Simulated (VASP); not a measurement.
# CdSe (Cm) in VASP: a series of runs

The runs below take CdSe through single point, with PBE.

All numbers are computed with VASP 6.6.1; they aren't measurements. Logs are shortened: lines on timing, memory, paths and dates and some standing lists are left out, and cuts for length are marked.

### 1 The cell of the first run

It takes space group Cm (No. 8, monoclinic). Conventional cell: a = 7.445 Å, b = 4.298 Å, c = 7.015 Å, α = 90.00°, β = 90.00°, γ = 90.00°. Within 3.1 Å of Cd (site symmetry m) lie 4 Se at 2.34 to 2.82 Å. Within 3.5 Å of Cd (site symmetry m) lie 4 Se at 2.63 Å. Within 3.1 Å of Se (site symmetry m) lie 4 Cd at 2.34 to 2.63 Å. Se (site symmetry m) has 4 Cd at 2.61 to 2.82 Å within 3.4 Å.

### 2 Single point, PBE (atom 1 (Cd) moved by (-0.150, +0.300) A along y and z)

INCAR

```
SYSTEM = CdSe
PREC     = Accurate       ! precision mode
ENCUT    = 520            ! plane-wave cutoff, eV
EDIFF    = 1E-6           ! SCF threshold, eV
ISMEAR   = 0              ! smearing method
SIGMA    = 0.05           ! smearing width, eV
LREAL    = .FALSE.        ! projectors in reciprocal space
LASPH    = .TRUE.         ! aspherical terms in the spheres
NELM     = 100            ! most SCF steps
ALGO     = Normal         ! electronic algorithm
ISIF     = 2              ! what is computed and relaxed
LWAVE    = .FALSE.        ! write WAVECAR
LCHARG   = .TRUE.         ! write CHGCAR
GGA      = PE             ! functional
LELF     = .TRUE.         ! ELF
LVHAR    = .TRUE.       
NBANDS   = 26             ! bands
```

KPOINTS

```
regular mesh
0
G
  6 6 4
  0 0 0
```

POSCAR

```
CdSe
1.0
    4.2984999142      0.0000000000      0.0000000000
   -2.1492499571      3.7226101239      0.0000000000
    0.0000000000      0.0000000000      7.0152000000
Cd Se
2 2
Direct
    0.6465195125      0.2930390250      0.0427642833
    0.3333333333      0.6666666667      0.5000000000
    0.6666666667      0.3333333333      0.3750000000
    0.3333333333      0.6666666667      0.8750000000
```

Potentials or basis: VASP PAW PBE potentials, release 64 (Cd, Se).

Launch:

```bash
> cat potpaw_PBE.64/Cd/POTCAR potpaw_PBE.64/Se/POTCAR > POTCAR
> mpirun -np 1 vasp_std > vasp.out
```

OUTCAR:

```text
SYSTEM = CdSe
   PREC = Accurate
   ENCUT = 520
   EDIFF = 1E-6
   ISMEAR = 0
   LREAL = .FALSE.
   LASPH = .TRUE.
   NELM = 100
   ISIF = 2
   GGA = PE

 ion  position               nearest neighbor table
   1  0.647  0.293  0.043-   3 2.34   4 2.61   4 2.82   4 2.82
   2  0.333  0.667  0.500-   4 2.63   3 2.63   3 2.63   3 2.63
   3  0.667  0.333  0.375-   1 2.34   2 2.63   2 2.63   2 2.63
   4  0.333  0.667  0.875-   1 2.61   2 2.63   1 2.82   1 2.82

  LATTYP: Found a hexagonal cell.
 ALAT       =     4.2984999142
 C/A-ratio  =     1.6320111993

  Lattice vectors:

 A1 = (   4.2984999142,   0.0000000000,   0.0000000000)
 A2 = (  -2.1492499571,   3.7226101239,   0.0000000000)
 A3 = (   0.0000000000,   0.0000000000,   7.0152000000)

Analysis of symmetry for initial positions (statically):
=====================================================================
 Subroutine PRICEL returns:
 Original cell was already a primitive cell.

 Routine SETGRP: Setting up the symmetry group for a
 hexagonal supercell.

 Subroutine GETGRP returns: Found  2 space group operations
 (whereof  2 operations were pure point group operations)
 out of a pool of 24 trial point group operations.

The static configuration has the point symmetry C_1h.

Analysis of symmetry for dynamics (positions and initial velocities):
=====================================================================
 Subroutine PRICEL returns:
 Original cell was already a primitive cell.

 Routine SETGRP: Setting up the symmetry group for a
 hexagonal supercell.

 Subroutine GETGRP returns: Found  2 space group operations
 (whereof  2 operations were pure point group operations)
 out of a pool of 24 trial point group operations.

The dynamic configuration has the point symmetry C_1h.

 Subroutine INISYM returns: Found  2 space group operations
 (whereof  2 operations are pure point group operations),
 and found     1 'primitive' translations

----------------------------------------------------------------------------------------

                                     Primitive cell

  volume of cell :     112.2547

  direct lattice vectors                    reciprocal lattice vectors
     4.298499914  0.000000000  0.000000000     0.232639297  0.134314361  0.000000000
    -2.149249957  3.722610124  0.000000000     0.000000000  0.268628722  0.000000000
     0.000000000  0.000000000  7.015200000     0.000000000  0.000000000  0.142547611

  length of vectors
     4.298499914  4.298499914  7.015200000     0.268628722  0.268628722  0.142547611

  position of ions in fractional coordinates (direct lattice)
     0.646519512  0.293039025  0.042764283
     0.333333333  0.666666667  0.500000000
     0.666666667  0.333333333  0.375000000
     0.333333333  0.666666667  0.875000000

  ion indices of the primitive-cell ions
   primitive index   ion index
                 1           1
                 2           2
                 3           3
                 4           4

----------------------------------------------------------------------------------------

 KPOINTS: regular mesh

Automatic generation of k-mesh.
 Grid dimensions read from file:
 generate k-points for:    6    6    4

 Generating k-lattice:

  Cartesian coordinates                     Fractional coordinates (reciprocal lattice)
     0.038773216  0.022385727  0.000000000     0.166666667  0.000000000  0.000000000
     0.000000000  0.044771454  0.000000000     0.000000000  0.166666667  0.000000000
     0.000000000  0.000000000  0.035636903     0.000000000  0.000000000  0.250000000

  Length of vectors
     0.044771454  0.044771454  0.035636903

  Shift w.r.t. Gamma in fractional coordinates (k-lattice)
     0.000000000  0.000000000  0.000000000

 Subroutine IBZKPT returns following result:
 ===========================================

 Found     47 irreducible k-points:

 Following reciprocal coordinates:
            Coordinates               Weight
  0.000000  0.000000  0.000000      1.000000
  0.166667  0.000000  0.000000      4.000000
  0.000000  0.166667  0.000000      2.000000
  0.333333  0.000000  0.000000      4.000000
  0.000000  0.333333  0.000000      2.000000
  0.500000  0.000000  0.000000      2.000000
[... 16 lines left out ...]
  0.500000  0.000000  0.250000      4.000000
  0.000000  0.500000  0.250000      2.000000
 [... further k-points ...]
   k-points           NKPTS =     47   k-points in BZ     NKDIM =     47   number of bands    NBANDS=     26
   number of dos      NEDOS =    301   number of ions     NIONS =      4
   total plane-waves  NPLWV =  55296
   dimension x,y,z NGX =    32 NGY =   32 NGZ =   54
   dimension x,y,z NGXF=    64 NGYF=   64 NGZF=  108
   ions per type =               2   2
   NGX,Y,Z   is equivalent  to a cutoff of  12.38, 12.38, 12.80 a.u.
   NGXF,Y,Z  is equivalent  to a cutoff of  24.75, 24.75, 25.59 a.u.
 SYSTEM =  CdSe
   PREC   = accura    normal or accurate (medium, high low for compatibility)
   ISTART =      0    job   : 0-new  1-cont  2-samecut
   ICHARG =      2    charge: 1-file 2-atom 10-const
   ISPIN  =      1    spin polarized calculation?
   LNONCOLLINEAR =      F non collinear calculations
   LSORBIT =      F    spin-orbit coupling
   LASPH  =      T    aspherical Exc in radial PAW
   ENCUT  =  520.0 eV  38.22 Ry    6.18 a.u.   7.99  7.99 13.04*2*pi/ulx,y,z
   NELM   =    100;   NELMIN=  2; NELMDL= -5     # of ELM steps
   EDIFF  = 0.1E-05   stopping-criterion for ELM
   LREAL  =      F    real-space projection
   EDIFFG = 0.1E-04   stopping-criterion for IOM
   NSW    =      0    number of steps for IOM
   IBRION =     -1    ionic relax: 0-MD 1-quasi-New 2-CG
   NFREE  =      0    steps in history (QN), initial steepest desc. (CG)
   ISIF   =      2    stress and relaxation
   ISYM   =      2    0-nonsym 1-usesym 2-fastsym
   POTIM  = 0.5000    time-step for ionic-motion
   TEBEG  =    0.0;   TEEND  =   0.0 temperature during run
   PSTRESS=    0.0 pullay stress
   NELECT =      36.0000    total number of electrons
   NUPDOWN=      -1.0000    fix difference up-down
   EMIN   =  10.00;   EMAX   =-10.00  energy-range for DOS
   EFERMI =   0.00;   METHOD = LEGACY
   ISMEAR =     0;   SIGMA  =   0.05  broadening in eV -4-tet -1-fermi 0-gaus
   EFERMI_NEDOS =   21; number of points for ismear=-14 and -15
   IALGO  =     38    algorithm
   IMIX   =      4    mixing-type and parameters
     AMIX     =   0.40;   BMIX     =  1.00
     AMIX_MAG =   1.60;   BMIX_MAG =  1.00
  volume/ion in A,a.u.               =      28.06       189.38
  Fermi-wavevector in a.u.,A,eV,Ry     =   1.120575  2.117579 17.084668  1.255688
  Thomas-Fermi vector in A             =   2.257222
   LORBIT       =      0    0 simple, 1 ext, 2 COOP (PROOUT), +10 PAW based schemes
   GGA     = PE    functional components
   LHFCALC =     F    Hartree Fock is set to
   AEXX    =    0.0000 exact exchange contribution
   IVDW    =     0    specifies the selected vdW correction
   LEPSILON=     F    determine dielectric tensor
   LRPA    =     F    only Hartree local field effects (RPA)
 non-spin polarized calculation
 Gauss-broadening in eV      SIGMA  =   0.05
  energy-cutoff  :      520.00
  volume of cell :      112.25
 maximum number of plane-waves:      3042
   NGX = 15   NGY = 15   NGZ = 27

 number of electron      35.9999995 magnetization

 Free energy of the ion-electron system (eV)
  ---------------------------------------------------
  ext. energy  EPLUGINS =         0.00000000
  ---------------------------------------------------
  free energy    TOTEN  =       -10.46406127 eV

  energy without entropy =      -10.46406127  energy(sigma->0) =      -10.46406127

 E-fermi :   1.4016     XC(G=0):  -8.8907

 val. band max:        1.1975119871   @ k =   0.0000   0.0000   0.0000
 cond. band min:       1.6019119509   @ k =   0.0000   0.0000   0.0000
 fundamental gap:      0.4043999637
 Fermi energy:         1.4015732160

 k-point     1 :       0.0000    0.0000    0.0000
  band No.  band energies     occupation
      1     -12.1440      2.00000
      2     -10.8935      2.00000
      3      -7.2263      2.00000
      4      -7.1777      2.00000
      5      -7.1733      2.00000
      6      -6.8624      2.00000
[... 18 lines left out ...]
     25       8.2450      0.00000
     26       8.7476      0.00000

 k-point     2 :       0.1667    0.0000    0.0000
  band No.  band energies     occupation
      1     -12.0813      2.00000
      2     -10.8469      2.00000
      3      -7.2053      2.00000
      4      -7.1512      2.00000
      5      -7.1098      2.00000
      6      -6.8580      2.00000
[... 18 lines left out ...]
     25       8.4933      0.00000
     26       8.6441      0.00000

 k-point     3 :       0.0000    0.1667    0.0000
  band No.  band energies     occupation
      1     -12.0806      2.00000
      2     -10.8468      2.00000
      3      -7.2133      2.00000
      4      -7.1400      2.00000
      5      -7.1046      2.00000
      6      -6.8735      2.00000
[... 18 lines left out ...]
     25       8.5199      0.00000
     26       8.5480      0.00000

 k-point     4 :       0.3333    0.0000    0.0000
  band No.  band energies     occupation
      1     -11.9540      2.00000
      2     -10.7520      2.00000
      3      -7.1661      2.00000
      4      -7.0981      2.00000
      5      -6.9766      2.00000
      6      -6.8734      2.00000
[... 18 lines left out ...]
     25       8.7721      0.00000
     26       9.5404      0.00000
[... 496 lines left out ...]
      1     -11.9460      2.00000
      2     -10.7510      2.00000
      3      -7.1760      2.00000
      4      -7.0741      2.00000
      5      -6.9529      2.00000
      6      -6.8786      2.00000
[... 18 lines left out ...]
     25       8.6013      0.00000
     26       9.3514      0.00000

 k-point    23 :       0.5000    0.0000    0.2500
  band No.  band energies     occupation
      1     -11.8847      2.00000
      2     -10.7013      2.00000
      3      -7.1518      2.00000
      4      -7.0631      2.00000
      5      -6.9523      2.00000
      6      -6.8815      2.00000
[... 18 lines left out ...]
     25       9.1554      0.00000
     26      10.1432      0.00000

 k-point    24 :       0.0000    0.5000    0.2500
  band No.  band energies     occupation
      1     -11.8831      2.00000
      2     -10.6994      2.00000
      3      -7.1542      2.00000
      4      -7.0510      2.00000
      5      -6.9473      2.00000
      6      -6.8747      2.00000
[... 18 lines left out ...]
     25       9.1696      0.00000
     26      10.0914      0.00000

 [... further k-points ...]

------------------------ aborting loop because EDIFF is reached ----------------------------------------

  FORCE on cell =-STRESS in cart. coord.  units (eV):
  Direction    XX          YY          ZZ          XY          YZ          ZX
  --------------------------------------------------------------------------------------
  -------------------------------------------------------------------------------------
  Total        0.9643395      1.8331407      7.3846141      0.0000000      0.8866849      0.0000000
  in kB       13.7637250     26.1638620    105.3983597      0.0000000     12.6553851      0.0000000
  external PRESSURE =      48.4419822 kB  Pullay stress =       0.0000000 kB

 VOLUME and BASIS-vectors are now :
 -----------------------------------------------------------------------------
  energy-cutoff  :      520.00
  volume of cell :      112.25
      direct lattice vectors                 reciprocal lattice vectors
     4.298499914  0.000000000  0.000000000     0.232639297  0.134314361  0.000000000
    -2.149249957  3.722610124  0.000000000     0.000000000  0.268628722  0.000000000
     0.000000000  0.000000000  7.015200000     0.000000000  0.000000000  0.142547611

 POSITION                                       TOTAL-FORCE (eV/Angst)
 -----------------------------------------------------------------------------------
      2.14925      1.09087      0.30000         0.000000      0.316301     -3.259634
     -0.00000      2.48174      3.50760         0.000000      0.028384      0.421008
      2.14925      1.24087      2.63070        -0.000000      0.168739      2.485012
     -0.00000      2.48174      6.13830         0.000000     -0.513424      0.353615
 -----------------------------------------------------------------------------------
    total drift:                                0.000000      0.000020      0.000481

  FREE ENERGIE OF THE ION-ELECTRON SYSTEM (eV)
  ---------------------------------------------------
  free  energy   TOTEN  =       -10.4640612735 eV

  energy  without entropy=      -10.4640612735  energy(sigma->0) =      -10.46406127
```

Run time: 1.9 min. Hardware: 1 thread of Intel Xeon Platinum 8375C at 2.90GHz (Ice Lake), shared host; peak memory 0.29 GiB.

What came out:

| Property | Result |
| --- | --- |
| Free energy | -10.4641 eV |
| Pressure | 4.8 GPa |
| Largest force | 3.275 eV/Å |
| Band gap on the k mesh | 0.40 eV, direct |

Forces in eV/Å, atoms in the order of the input:
```
Cd   0.000  0.316 -3.260
Cd   0.000  0.028  0.421
Se   0.000  0.169  2.485
Se   0.000 -0.513  0.354
```

Levels at points of the mesh, in eV from the valence-band top:
```csv
k point,band 15,band 16,band 17,band 18,band 19,band 20,band 21,band 22
"(0.00, 0.00, 0.00)",-1.16,-0.41,-0.09,0.00,0.40,2.26,5.47,5.61
"(0.50, 0.00, 0.00)",-2.89,-2.24,-1.69,-0.63,2.79,3.30,4.35,5.82
"(0.00, 0.50, 0.00)",-2.97,-2.21,-1.82,-0.62,2.79,3.56,4.43,5.80
"(0.00, 0.00, 0.50)",-1.05,-1.03,-0.37,-0.17,1.87,2.66,5.61,5.71
"(0.50, 0.00, 0.50)",-1.96,-1.84,-1.47,-1.01,2.42,2.70,4.48,5.03
"(0.00, 0.50, 0.50)",-1.96,-1.89,-1.47,-1.00,2.40,2.82,4.44,5.27
```

Caveat: the cell differs from its parent crystal (atom 1 (Cd) moved by (-0.150, +0.300) A along y and z); forces of over 1 eV/Å act on the atoms, so gaps and moduli don't describe the material at rest.

(Part 1 of 2 ends here.)
